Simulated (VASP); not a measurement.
# Ge3PS4 (P-43m) in VASP: a series of runs

The runs below take Ge3PS4 through single point, relaxation of cell and atoms, with PBE.

Program: VASP 6.6.1. These are calculated values, not measurements. Logs are shortened: lines on timing, memory, paths and dates and some standing lists are left out, and cuts for length are marked.

### 1 The cell of the first run

It takes space group P-43m (No. 215, cubic). The conventional cell has a = 6.446 Å, b = 6.446 Å, c = 6.446 Å, α = 90.00°, β = 90.00°, γ = 90.00°. Ge (site symmetry -42m) has 4 S at 2.68 Å and 2 P at 3.22 Å within 3.5 Å. P (site symmetry -43m) has 4 S at 2.39 Å within 3.2 Å. S (site symmetry 3m) has 1 P at 2.39 Å and 3 Ge at 2.68 Å within 3.2 Å.

### 2 Single point, PBE

INCAR reads:

```
PREC = Accurate ; ENCUT = 520
EDIFF = 1E-6 ; ISMEAR = 0
SIGMA = 0.1 ; LREAL = F
LASPH = T ; NELM = 100
ALGO = Normal ; ISIF = 2
LWAVE = F ; LCHARG = F
GGA = PE ; NBANDS = 46
```

KPOINTS reads:

```
Automatic mesh
0
Gamma
  4 4 4
```

POSCAR reads:

```
Ge3PS4
1.0
    6.4464397762      0.0000000000      0.0000000000
    0.0000000000      6.4464397762      0.0000000000
    0.0000000000      0.0000000000      6.4464397762
Ge P S
3 1 4
Direct
    0.5000000000      0.0000000000      0.0000000000
    0.0000000000      0.5000000000      0.0000000000
    0.0000000000      0.0000000000      0.5000000000
    0.0000000000      0.0000000000      0.0000000000
    0.2138917490      0.2138917490      0.2138917490
    0.2138917490      0.7861082510      0.7861082510
    0.7861082510      0.7861082510      0.2138917490
    0.7861082510      0.2138917490      0.7861082510
```

Potentials or basis: VASP PAW PBE potentials, release 64 (Ge_d, P, S).

Launch:

```sh
cat potpaw_PBE.64/Ge_d/POTCAR potpaw_PBE.64/P/POTCAR potpaw_PBE.64/S/POTCAR > POTCAR
mpirun -np 1 vasp_std > vasp.out
```

OUTCAR:

```text
PREC = Accurate
   ENCUT = 520
   EDIFF = 1E-6
   ISMEAR = 0
   LREAL = F
   LASPH = T
   NELM = 100
   ISIF = 2
   GGA = PE

 ion  position               nearest neighbor table
   1  0.500  0.000  0.000-   5 2.68   6 2.68   7 2.68   8 2.68
   2  0.000  0.500  0.000-   5 2.68   6 2.68   7 2.68   8 2.68
   3  0.000  0.000  0.500-   5 2.68   6 2.68   7 2.68   8 2.68
   4  0.000  0.000  0.000-   5 2.39   6 2.39   7 2.39   8 2.39
   5  0.214  0.214  0.214-   4 2.39   2 2.68   3 2.68   1 2.68
   6  0.214  0.786  0.786-   4 2.39   2 2.68   3 2.68   1 2.68
   7  0.786  0.786  0.214-   4 2.39   2 2.68   3 2.68   1 2.68
   8  0.786  0.214  0.786-   4 2.39   2 2.68   3 2.68   1 2.68

  LATTYP: Found a simple cubic cell.
 ALAT       =     6.4464397762

  Lattice vectors:

 A1 = (   6.4464397762,   0.0000000000,   0.0000000000)
 A2 = (   0.0000000000,   6.4464397762,   0.0000000000)
 A3 = (   0.0000000000,   0.0000000000,   6.4464397762)

Analysis of symmetry for initial positions (statically):
=====================================================================
 Subroutine PRICEL returns:
 Original cell was already a primitive cell.

 Routine SETGRP: Setting up the symmetry group for a
 simple cubic supercell.

 Subroutine GETGRP returns: Found 24 space group operations
 (whereof 24 operations were pure point group operations)
 out of a pool of 48 trial point group operations.

The static configuration has the point symmetry T_d .

Analysis of symmetry for dynamics (positions and initial velocities):
=====================================================================
 Subroutine PRICEL returns:
 Original cell was already a primitive cell.

 Routine SETGRP: Setting up the symmetry group for a
 simple cubic supercell.

 Subroutine GETGRP returns: Found 24 space group operations
 (whereof 24 operations were pure point group operations)
 out of a pool of 48 trial point group operations.

The dynamic configuration has the point symmetry T_d .

 Subroutine INISYM returns: Found 24 space group operations
 (whereof 24 operations are pure point group operations),
 and found     1 'primitive' translations

----------------------------------------------------------------------------------------

                                     Primitive cell

  volume of cell :     267.8920

  direct lattice vectors                    reciprocal lattice vectors
     6.446439776  0.000000000  0.000000000     0.155124384  0.000000000  0.000000000
     0.000000000  6.446439776  0.000000000     0.000000000  0.155124384  0.000000000
     0.000000000  0.000000000  6.446439776     0.000000000  0.000000000  0.155124384

  length of vectors
     6.446439776  6.446439776  6.446439776     0.155124384  0.155124384  0.155124384

  position of ions in fractional coordinates (direct lattice)
     0.500000000  0.000000000  0.000000000
     0.000000000  0.500000000  0.000000000
     0.000000000  0.000000000  0.500000000
     0.000000000  0.000000000  0.000000000
     0.213891749  0.213891749  0.213891749
     0.213891749  0.786108251  0.786108251
     0.786108251  0.786108251  0.213891749
     0.786108251  0.213891749  0.786108251

  ion indices of the primitive-cell ions
   primitive index   ion index
                 1           1
                 2           2
                 3           3
                 4           4
                 5           5
                 6           6
                 7           7
                 8           8

----------------------------------------------------------------------------------------

 KPOINTS: Automatic mesh

Automatic generation of k-mesh.
 Grid dimensions read from file:
 generate k-points for:    4    4    4

 Generating k-lattice:

  Cartesian coordinates                     Fractional coordinates (reciprocal lattice)
     0.038781096  0.000000000  0.000000000     0.250000000  0.000000000  0.000000000
     0.000000000  0.038781096  0.000000000     0.000000000  0.250000000  0.000000000
     0.000000000  0.000000000  0.038781096     0.000000000  0.000000000  0.250000000

  Length of vectors
     0.038781096  0.038781096  0.038781096

  Shift w.r.t. Gamma in fractional coordinates (k-lattice)
     0.000000000  0.000000000  0.000000000

 Subroutine IBZKPT returns following result:
 ===========================================

 Found     10 irreducible k-points:

 Following reciprocal coordinates:
            Coordinates               Weight
  0.000000  0.000000  0.000000      1.000000
  0.250000  0.000000  0.000000      6.000000
  0.500000  0.000000  0.000000      3.000000
  0.250000  0.250000  0.000000     12.000000
  0.500000  0.250000  0.000000     12.000000
  0.500000  0.500000  0.000000      3.000000
  0.250000  0.250000  0.250000      8.000000
  0.500000  0.250000  0.250000     12.000000
  0.500000  0.500000  0.250000      6.000000
  0.500000  0.500000  0.500000      1.000000
   k-points           NKPTS =     10   k-points in BZ     NKDIM =     10   number of bands    NBANDS=     46
   number of dos      NEDOS =    301   number of ions     NIONS =      8
   total plane-waves  NPLWV = 110592
   dimension x,y,z NGX =    48 NGY =   48 NGZ =   48
   dimension x,y,z NGXF=    96 NGYF=   96 NGZF=   96
   ions per type =               3   1   4
   NGX,Y,Z   is equivalent  to a cutoff of  12.38, 12.38, 12.38 a.u.
   NGXF,Y,Z  is equivalent  to a cutoff of  24.76, 24.76, 24.76 a.u.
 SYSTEM =  unknown system
   PREC   = accura    normal or accurate (medium, high low for compatibility)
   ISTART =      0    job   : 0-new  1-cont  2-samecut
   ICHARG =      2    charge: 1-file 2-atom 10-const
   ISPIN  =      1    spin polarized calculation?
   LNONCOLLINEAR =      F non collinear calculations
   LSORBIT =      F    spin-orbit coupling
   LASPH  =      T    aspherical Exc in radial PAW
   ENCUT  =  520.0 eV  38.22 Ry    6.18 a.u.  11.99 11.99 11.99*2*pi/ulx,y,z
   NELM   =    100;   NELMIN=  2; NELMDL= -5     # of ELM steps
   EDIFF  = 0.1E-05   stopping-criterion for ELM
   LREAL  =      F    real-space projection
   EDIFFG = 0.1E-04   stopping-criterion for IOM
   NSW    =      0    number of steps for IOM
   IBRION =     -1    ionic relax: 0-MD 1-quasi-New 2-CG
   NFREE  =      0    steps in history (QN), initial steepest desc. (CG)
   ISIF   =      2    stress and relaxation
   ISYM   =      2    0-nonsym 1-usesym 2-fastsym
   POTIM  = 0.5000    time-step for ionic-motion
   TEBEG  =    0.0;   TEEND  =   0.0 temperature during run
   PSTRESS=    0.0 pullay stress
   NELECT =      71.0000    total number of electrons
   NUPDOWN=      -1.0000    fix difference up-down
   EMIN   =  10.00;   EMAX   =-10.00  energy-range for DOS
   EFERMI =   0.00;   METHOD = LEGACY
   ISMEAR =     0;   SIGMA  =   0.10  broadening in eV -4-tet -1-fermi 0-gaus
   EFERMI_NEDOS =   21; number of points for ismear=-14 and -15
   IALGO  =     38    algorithm
   IMIX   =      4    mixing-type and parameters
     AMIX     =   0.40;   BMIX     =  1.00
     AMIX_MAG =   1.60;   BMIX_MAG =  1.00
  volume/ion in A,a.u.               =      33.49       225.98
  Fermi-wavevector in a.u.,A,eV,Ry     =   1.051577  1.987192 15.045511  1.105814
  Thomas-Fermi vector in A             =   2.186625
   LORBIT       =      0    0 simple, 1 ext, 2 COOP (PROOUT), +10 PAW based schemes
   GGA     = PE    functional components
   LHFCALC =     F    Hartree Fock is set to
   AEXX    =    0.0000 exact exchange contribution
   IVDW    =     0    specifies the selected vdW correction
   LEPSILON=     F    determine dielectric tensor
   LRPA    =     F    only Hartree local field effects (RPA)
 non-spin polarized calculation
 Gauss-broadening in eV      SIGMA  =   0.10
  energy-cutoff  :      520.00
  volume of cell :      267.89
 maximum number of plane-waves:      7248
 NGX is ok and might be reduce to    48
   NGX = 23   NGY = 23   NGZ = 23

 number of electron      70.9999895 magnetization

 Free energy of the ion-electron system (eV)
  ---------------------------------------------------
  ext. energy  EPLUGINS =         0.00000000
  ---------------------------------------------------
  free energy    TOTEN  =       -32.85557705 eV

  energy without entropy =      -32.81674809  energy(sigma->0) =      -32.83616257

 E-fermi :   2.2116     XC(G=0):  -7.3229

 val. band max:        2.2099517094   @ k =   0.2500   0.2500   0.0000
 cond. band min:       2.2293702223   @ k =   0.2500   0.0000   0.0000
 fundamental gap:      0.0194185129
 Fermi energy:         2.2115607003

 k-point     1 :       0.0000    0.0000    0.0000
  band No.  band energies     occupation
      1     -23.3044      2.00000
      2     -23.3038      2.00000
      3     -23.3038      2.00000
      4     -23.3038      2.00000
      5     -23.3022      2.00000
      6     -23.3022      2.00000
[... 38 lines left out ...]
     45       5.6778      0.00000
     46       5.6778      0.00000

 k-point     2 :       0.2500    0.0000    0.0000
  band No.  band energies     occupation
      1     -23.3041      2.00000
      2     -23.3037      2.00000
      3     -23.3034      2.00000
      4     -23.3034      2.00000
      5     -23.3024      2.00000
      6     -23.3022      2.00000
[... 38 lines left out ...]
     45       5.4379      0.00000
     46       5.4522      0.00000

 k-point     3 :       0.5000    0.0000    0.0000
  band No.  band energies     occupation
      1     -23.3039      2.00000
      2     -23.3036      2.00000
      3     -23.3028      2.00000
      4     -23.3028      2.00000
      5     -23.3027      2.00000
      6     -23.3022      2.00000
[... 332 lines left out ...]
     45       4.6684      0.00000
     46       4.6684      0.00000

 k-point    10 :       0.5000    0.5000    0.5000
  band No.  band energies     occupation
      1     -23.3037      2.00000
      2     -23.3037      2.00000
      3     -23.3037      2.00000
      4     -23.3018      2.00000
      5     -23.3018      2.00000
      6     -23.3018      2.00000
[... 38 lines left out ...]
     45       4.9466      0.00000
     46       4.9466      0.00000

------------------------ aborting loop because EDIFF is reached ----------------------------------------

  FORCE on cell =-STRESS in cart. coord.  units (eV):
  Direction    XX          YY          ZZ          XY          YZ          ZX
  --------------------------------------------------------------------------------------
  -------------------------------------------------------------------------------------
  Total        0.2181730      0.2181730      0.2181730      0.0000000     -0.0000000     -0.0000000
  in kB        1.3048233      1.3048233      1.3048233      0.0000000     -0.0000000     -0.0000000
  external PRESSURE =       1.3048233 kB  Pullay stress =       0.0000000 kB

 VOLUME and BASIS-vectors are now :
 -----------------------------------------------------------------------------
  energy-cutoff  :      520.00
  volume of cell :      267.89
      direct lattice vectors                 reciprocal lattice vectors
     6.446439776  0.000000000  0.000000000     0.155124384  0.000000000  0.000000000
     0.000000000  6.446439776  0.000000000     0.000000000  0.155124384  0.000000000
     0.000000000  0.000000000  6.446439776     0.000000000  0.000000000  0.155124384

 POSITION                                       TOTAL-FORCE (eV/Angst)
 -----------------------------------------------------------------------------------
      3.22322      0.00000      0.00000        -0.000000     -0.000000     -0.000000
      0.00000      3.22322      0.00000        -0.000000     -0.000000     -0.000000
      0.00000      0.00000      3.22322        -0.000000     -0.000000     -0.000000
      0.00000      0.00000      0.00000        -0.000000     -0.000000     -0.000000
      1.37884      1.37884      1.37884        -0.020792     -0.020792     -0.020792
      1.37884      5.06760      5.06760        -0.020792      0.020792      0.020792
      5.06760      5.06760      1.37884         0.020792      0.020792     -0.020792
      5.06760      1.37884      5.06760         0.020792     -0.020792      0.020792
 -----------------------------------------------------------------------------------
    total drift:                                0.000000      0.000000     -0.000000

  FREE ENERGIE OF THE ION-ELECTRON SYSTEM (eV)
  ---------------------------------------------------
  free  energy   TOTEN  =       -32.8555770492 eV

  energy  without entropy=      -32.8167480852  energy(sigma->0) =      -32.83616257
```

It took 93 s on 1 thread of Oxide Virtual Turin-like, shared host; peak memory 0.34 GiB.

Results:

* Free energy: -32.8556 eV
* Pressure: 0.1 GPa
* Largest force: 0.036 eV/Å

Forces on the atoms (eV/Å):
```
Ge   0.000  0.000  0.000
Ge   0.000  0.000  0.000
Ge   0.000  0.000  0.000
P    0.000  0.000  0.000
S   -0.021 -0.021 -0.021
S   -0.021  0.021  0.021
S    0.021  0.021 -0.021
S    0.021 -0.021  0.021
```

Levels at points of the mesh, in eV from the Fermi level:
| k point | band 31 | band 32 | band 33 | band 34 | band 35 | band 36 | band 37 | band 38 | band 39 | band 40 |
| --- | --- | --- | --- | --- | --- | --- | --- | --- | --- | --- |
| (0.00, 0.00, 0.00) | -3.49 | -3.49 | -1.00 | -1.00 | -0.89 | -0.35 | -0.35 | -0.35 | 1.64 | 1.64 |
| (0.50, 0.00, 0.00) | -3.57 | -3.40 | -1.87 | -0.73 | -0.53 | -0.27 | 0.74 | 0.74 | 1.28 | 1.28 |
| (0.50, 0.50, 0.00) | -3.61 | -2.33 | -2.26 | -2.26 | -0.61 | 0.49 | 0.83 | 0.83 | 1.38 | 1.46 |
| (0.50, 0.50, 0.50) | -3.65 | -2.79 | -2.79 | -2.79 | -1.62 | 1.06 | 1.06 | 1.06 | 1.30 | 1.30 |

### 3 Relaxation of cell and atoms, PBE

This run uses another cell than the first one, of 22.22 Å³/atom, 0.663 times its volume.

INCAR reads:

```
SYSTEM = Ge3PS4
PREC = Accurate
ENCUT = 600
EDIFF = 1E-7
ISMEAR = 0
SIGMA = 0.1
LREAL = .False.
LASPH = .True.
NELM = 100
ALGO = Normal
ISIF = 3
LWAVE = .False.
LCHARG = .False.
GGA = PE
IBRION = 2
NSW = 90
EDIFFG = -0.04
```

KPOINTS reads:

```
regular mesh
0
Gamma
  4 4 4
  0 0 0
```

POSCAR reads:

```
Ge3PS4
1.0
    5.6223188754      0.0000000000      0.0000000000
    0.0000000000      5.6223188754      0.0000000000
    0.0000000000      0.0000000000      5.6223188754
Ge P S
3 1 4
Direct
    0.5000000000      0.0000000000      0.0000000000
    0.0000000000      0.5000000000      0.0000000000
    0.0000000000      0.0000000000      0.5000000000
    0.0000000000      0.0000000000      0.0000000000
    0.2350000000      0.2350000000      0.2350000000
    0.2350000000      0.7650000000      0.7650000000
    0.7650000000      0.7650000000      0.2350000000
    0.7650000000      0.2350000000      0.7650000000
```

Potentials or basis: VASP PAW PBE potentials, release 64 (Ge_d, P, S).

Launch:

```sh
cat potpaw_PBE.64/Ge_d/POTCAR potpaw_PBE.64/P/POTCAR potpaw_PBE.64/S/POTCAR > POTCAR
mpirun -np 1 vasp_std > vasp.out
```

Wall time 9.5 min (1 thread of Oxide Virtual Turin-like, shared host); peak memory 0.34 GiB.

It converged, with:

- Free energy: -32.8320 eV
- Relaxed volume: 33.70 Å³/atom
- Relaxed cell: a = 6.460 Å, b = 6.460 Å, c = 6.460 Å, α = 90.00°, β = 90.00°, γ = 90.00°
- Space group after relaxing (to 0.05 Å): P-43m (No. 215)
- Energy gained by relaxing: 425.6 meV/atom
- Ionic steps: 8
- Pressure after relaxing: 0.0 GPa
- Largest force after relaxing: 0.003 eV/Å

Forces on the atoms (eV/Å):
```
Ge   0.000  0.000  0.000
Ge   0.000  0.000  0.000
Ge   0.000  0.000  0.000
P    0.000  0.000  0.000
S    0.002  0.002  0.002
S    0.002 -0.002 -0.002
S   -0.002 -0.002  0.002
S   -0.002  0.002 -0.002
```

The path:
```
step  energy change (eV)  largest force (eV/Å)  pressure (GPa)  volume (Å³)
   1              0.0000                1.5563           17.43       177.72
   2             -2.7828                0.8573           -1.73       247.42
   3             -2.8766                0.5755            0.32       234.88
   4             -2.9422                0.5841            0.25       237.66
   5             -3.1317                0.5477            0.10       246.12
   6             -3.3851                0.1820            0.01       263.66
   7             -3.4008                0.0966            0.05       272.42
   8             -3.4049                0.0032            0.04       269.57
```

Final structure:
```xyz
8
Lattice="6.4599 0.0000 0.0000 0.0000 6.4599 0.0000 0.0000 0.0000 6.4599" Properties=species:S:1:pos:R:3 pbc="T T T"
Ge    3.2299    0.0000    0.0000
Ge    0.0000    3.2299    0.0000
Ge    0.0000    0.0000    3.2299
P     0.0000    0.0000    0.0000
S     1.3747    1.3747    1.3747
S     1.3747    5.0852    5.0852
S     5.0852    5.0852    1.3747
S     5.0852    1.3747    5.0852
```

Levels at points of the mesh, in eV from the Fermi level:
```tsv
k point	band 31	band 32	band 33	band 34	band 35	band 36	band 37	band 38	band 39	band 40
(0.00, 0.00, 0.00)	-3.50	-3.50	-1.01	-1.01	-0.84	-0.34	-0.34	-0.34	1.68	1.68
(0.50, 0.00, 0.00)	-3.56	-3.41	-1.88	-0.75	-0.50	-0.27	0.73	0.73	1.27	1.27
(0.50, 0.50, 0.00)	-3.59	-2.34	-2.26	-2.26	-0.58	0.48	0.83	0.83	1.40	1.44
(0.50, 0.50, 0.50)	-3.64	-2.78	-2.78	-2.78	-1.58	1.08	1.08	1.08	1.28	1.28
```

Caveat: the volume moved by over 15 % at a fixed basis, so the end points are rough.
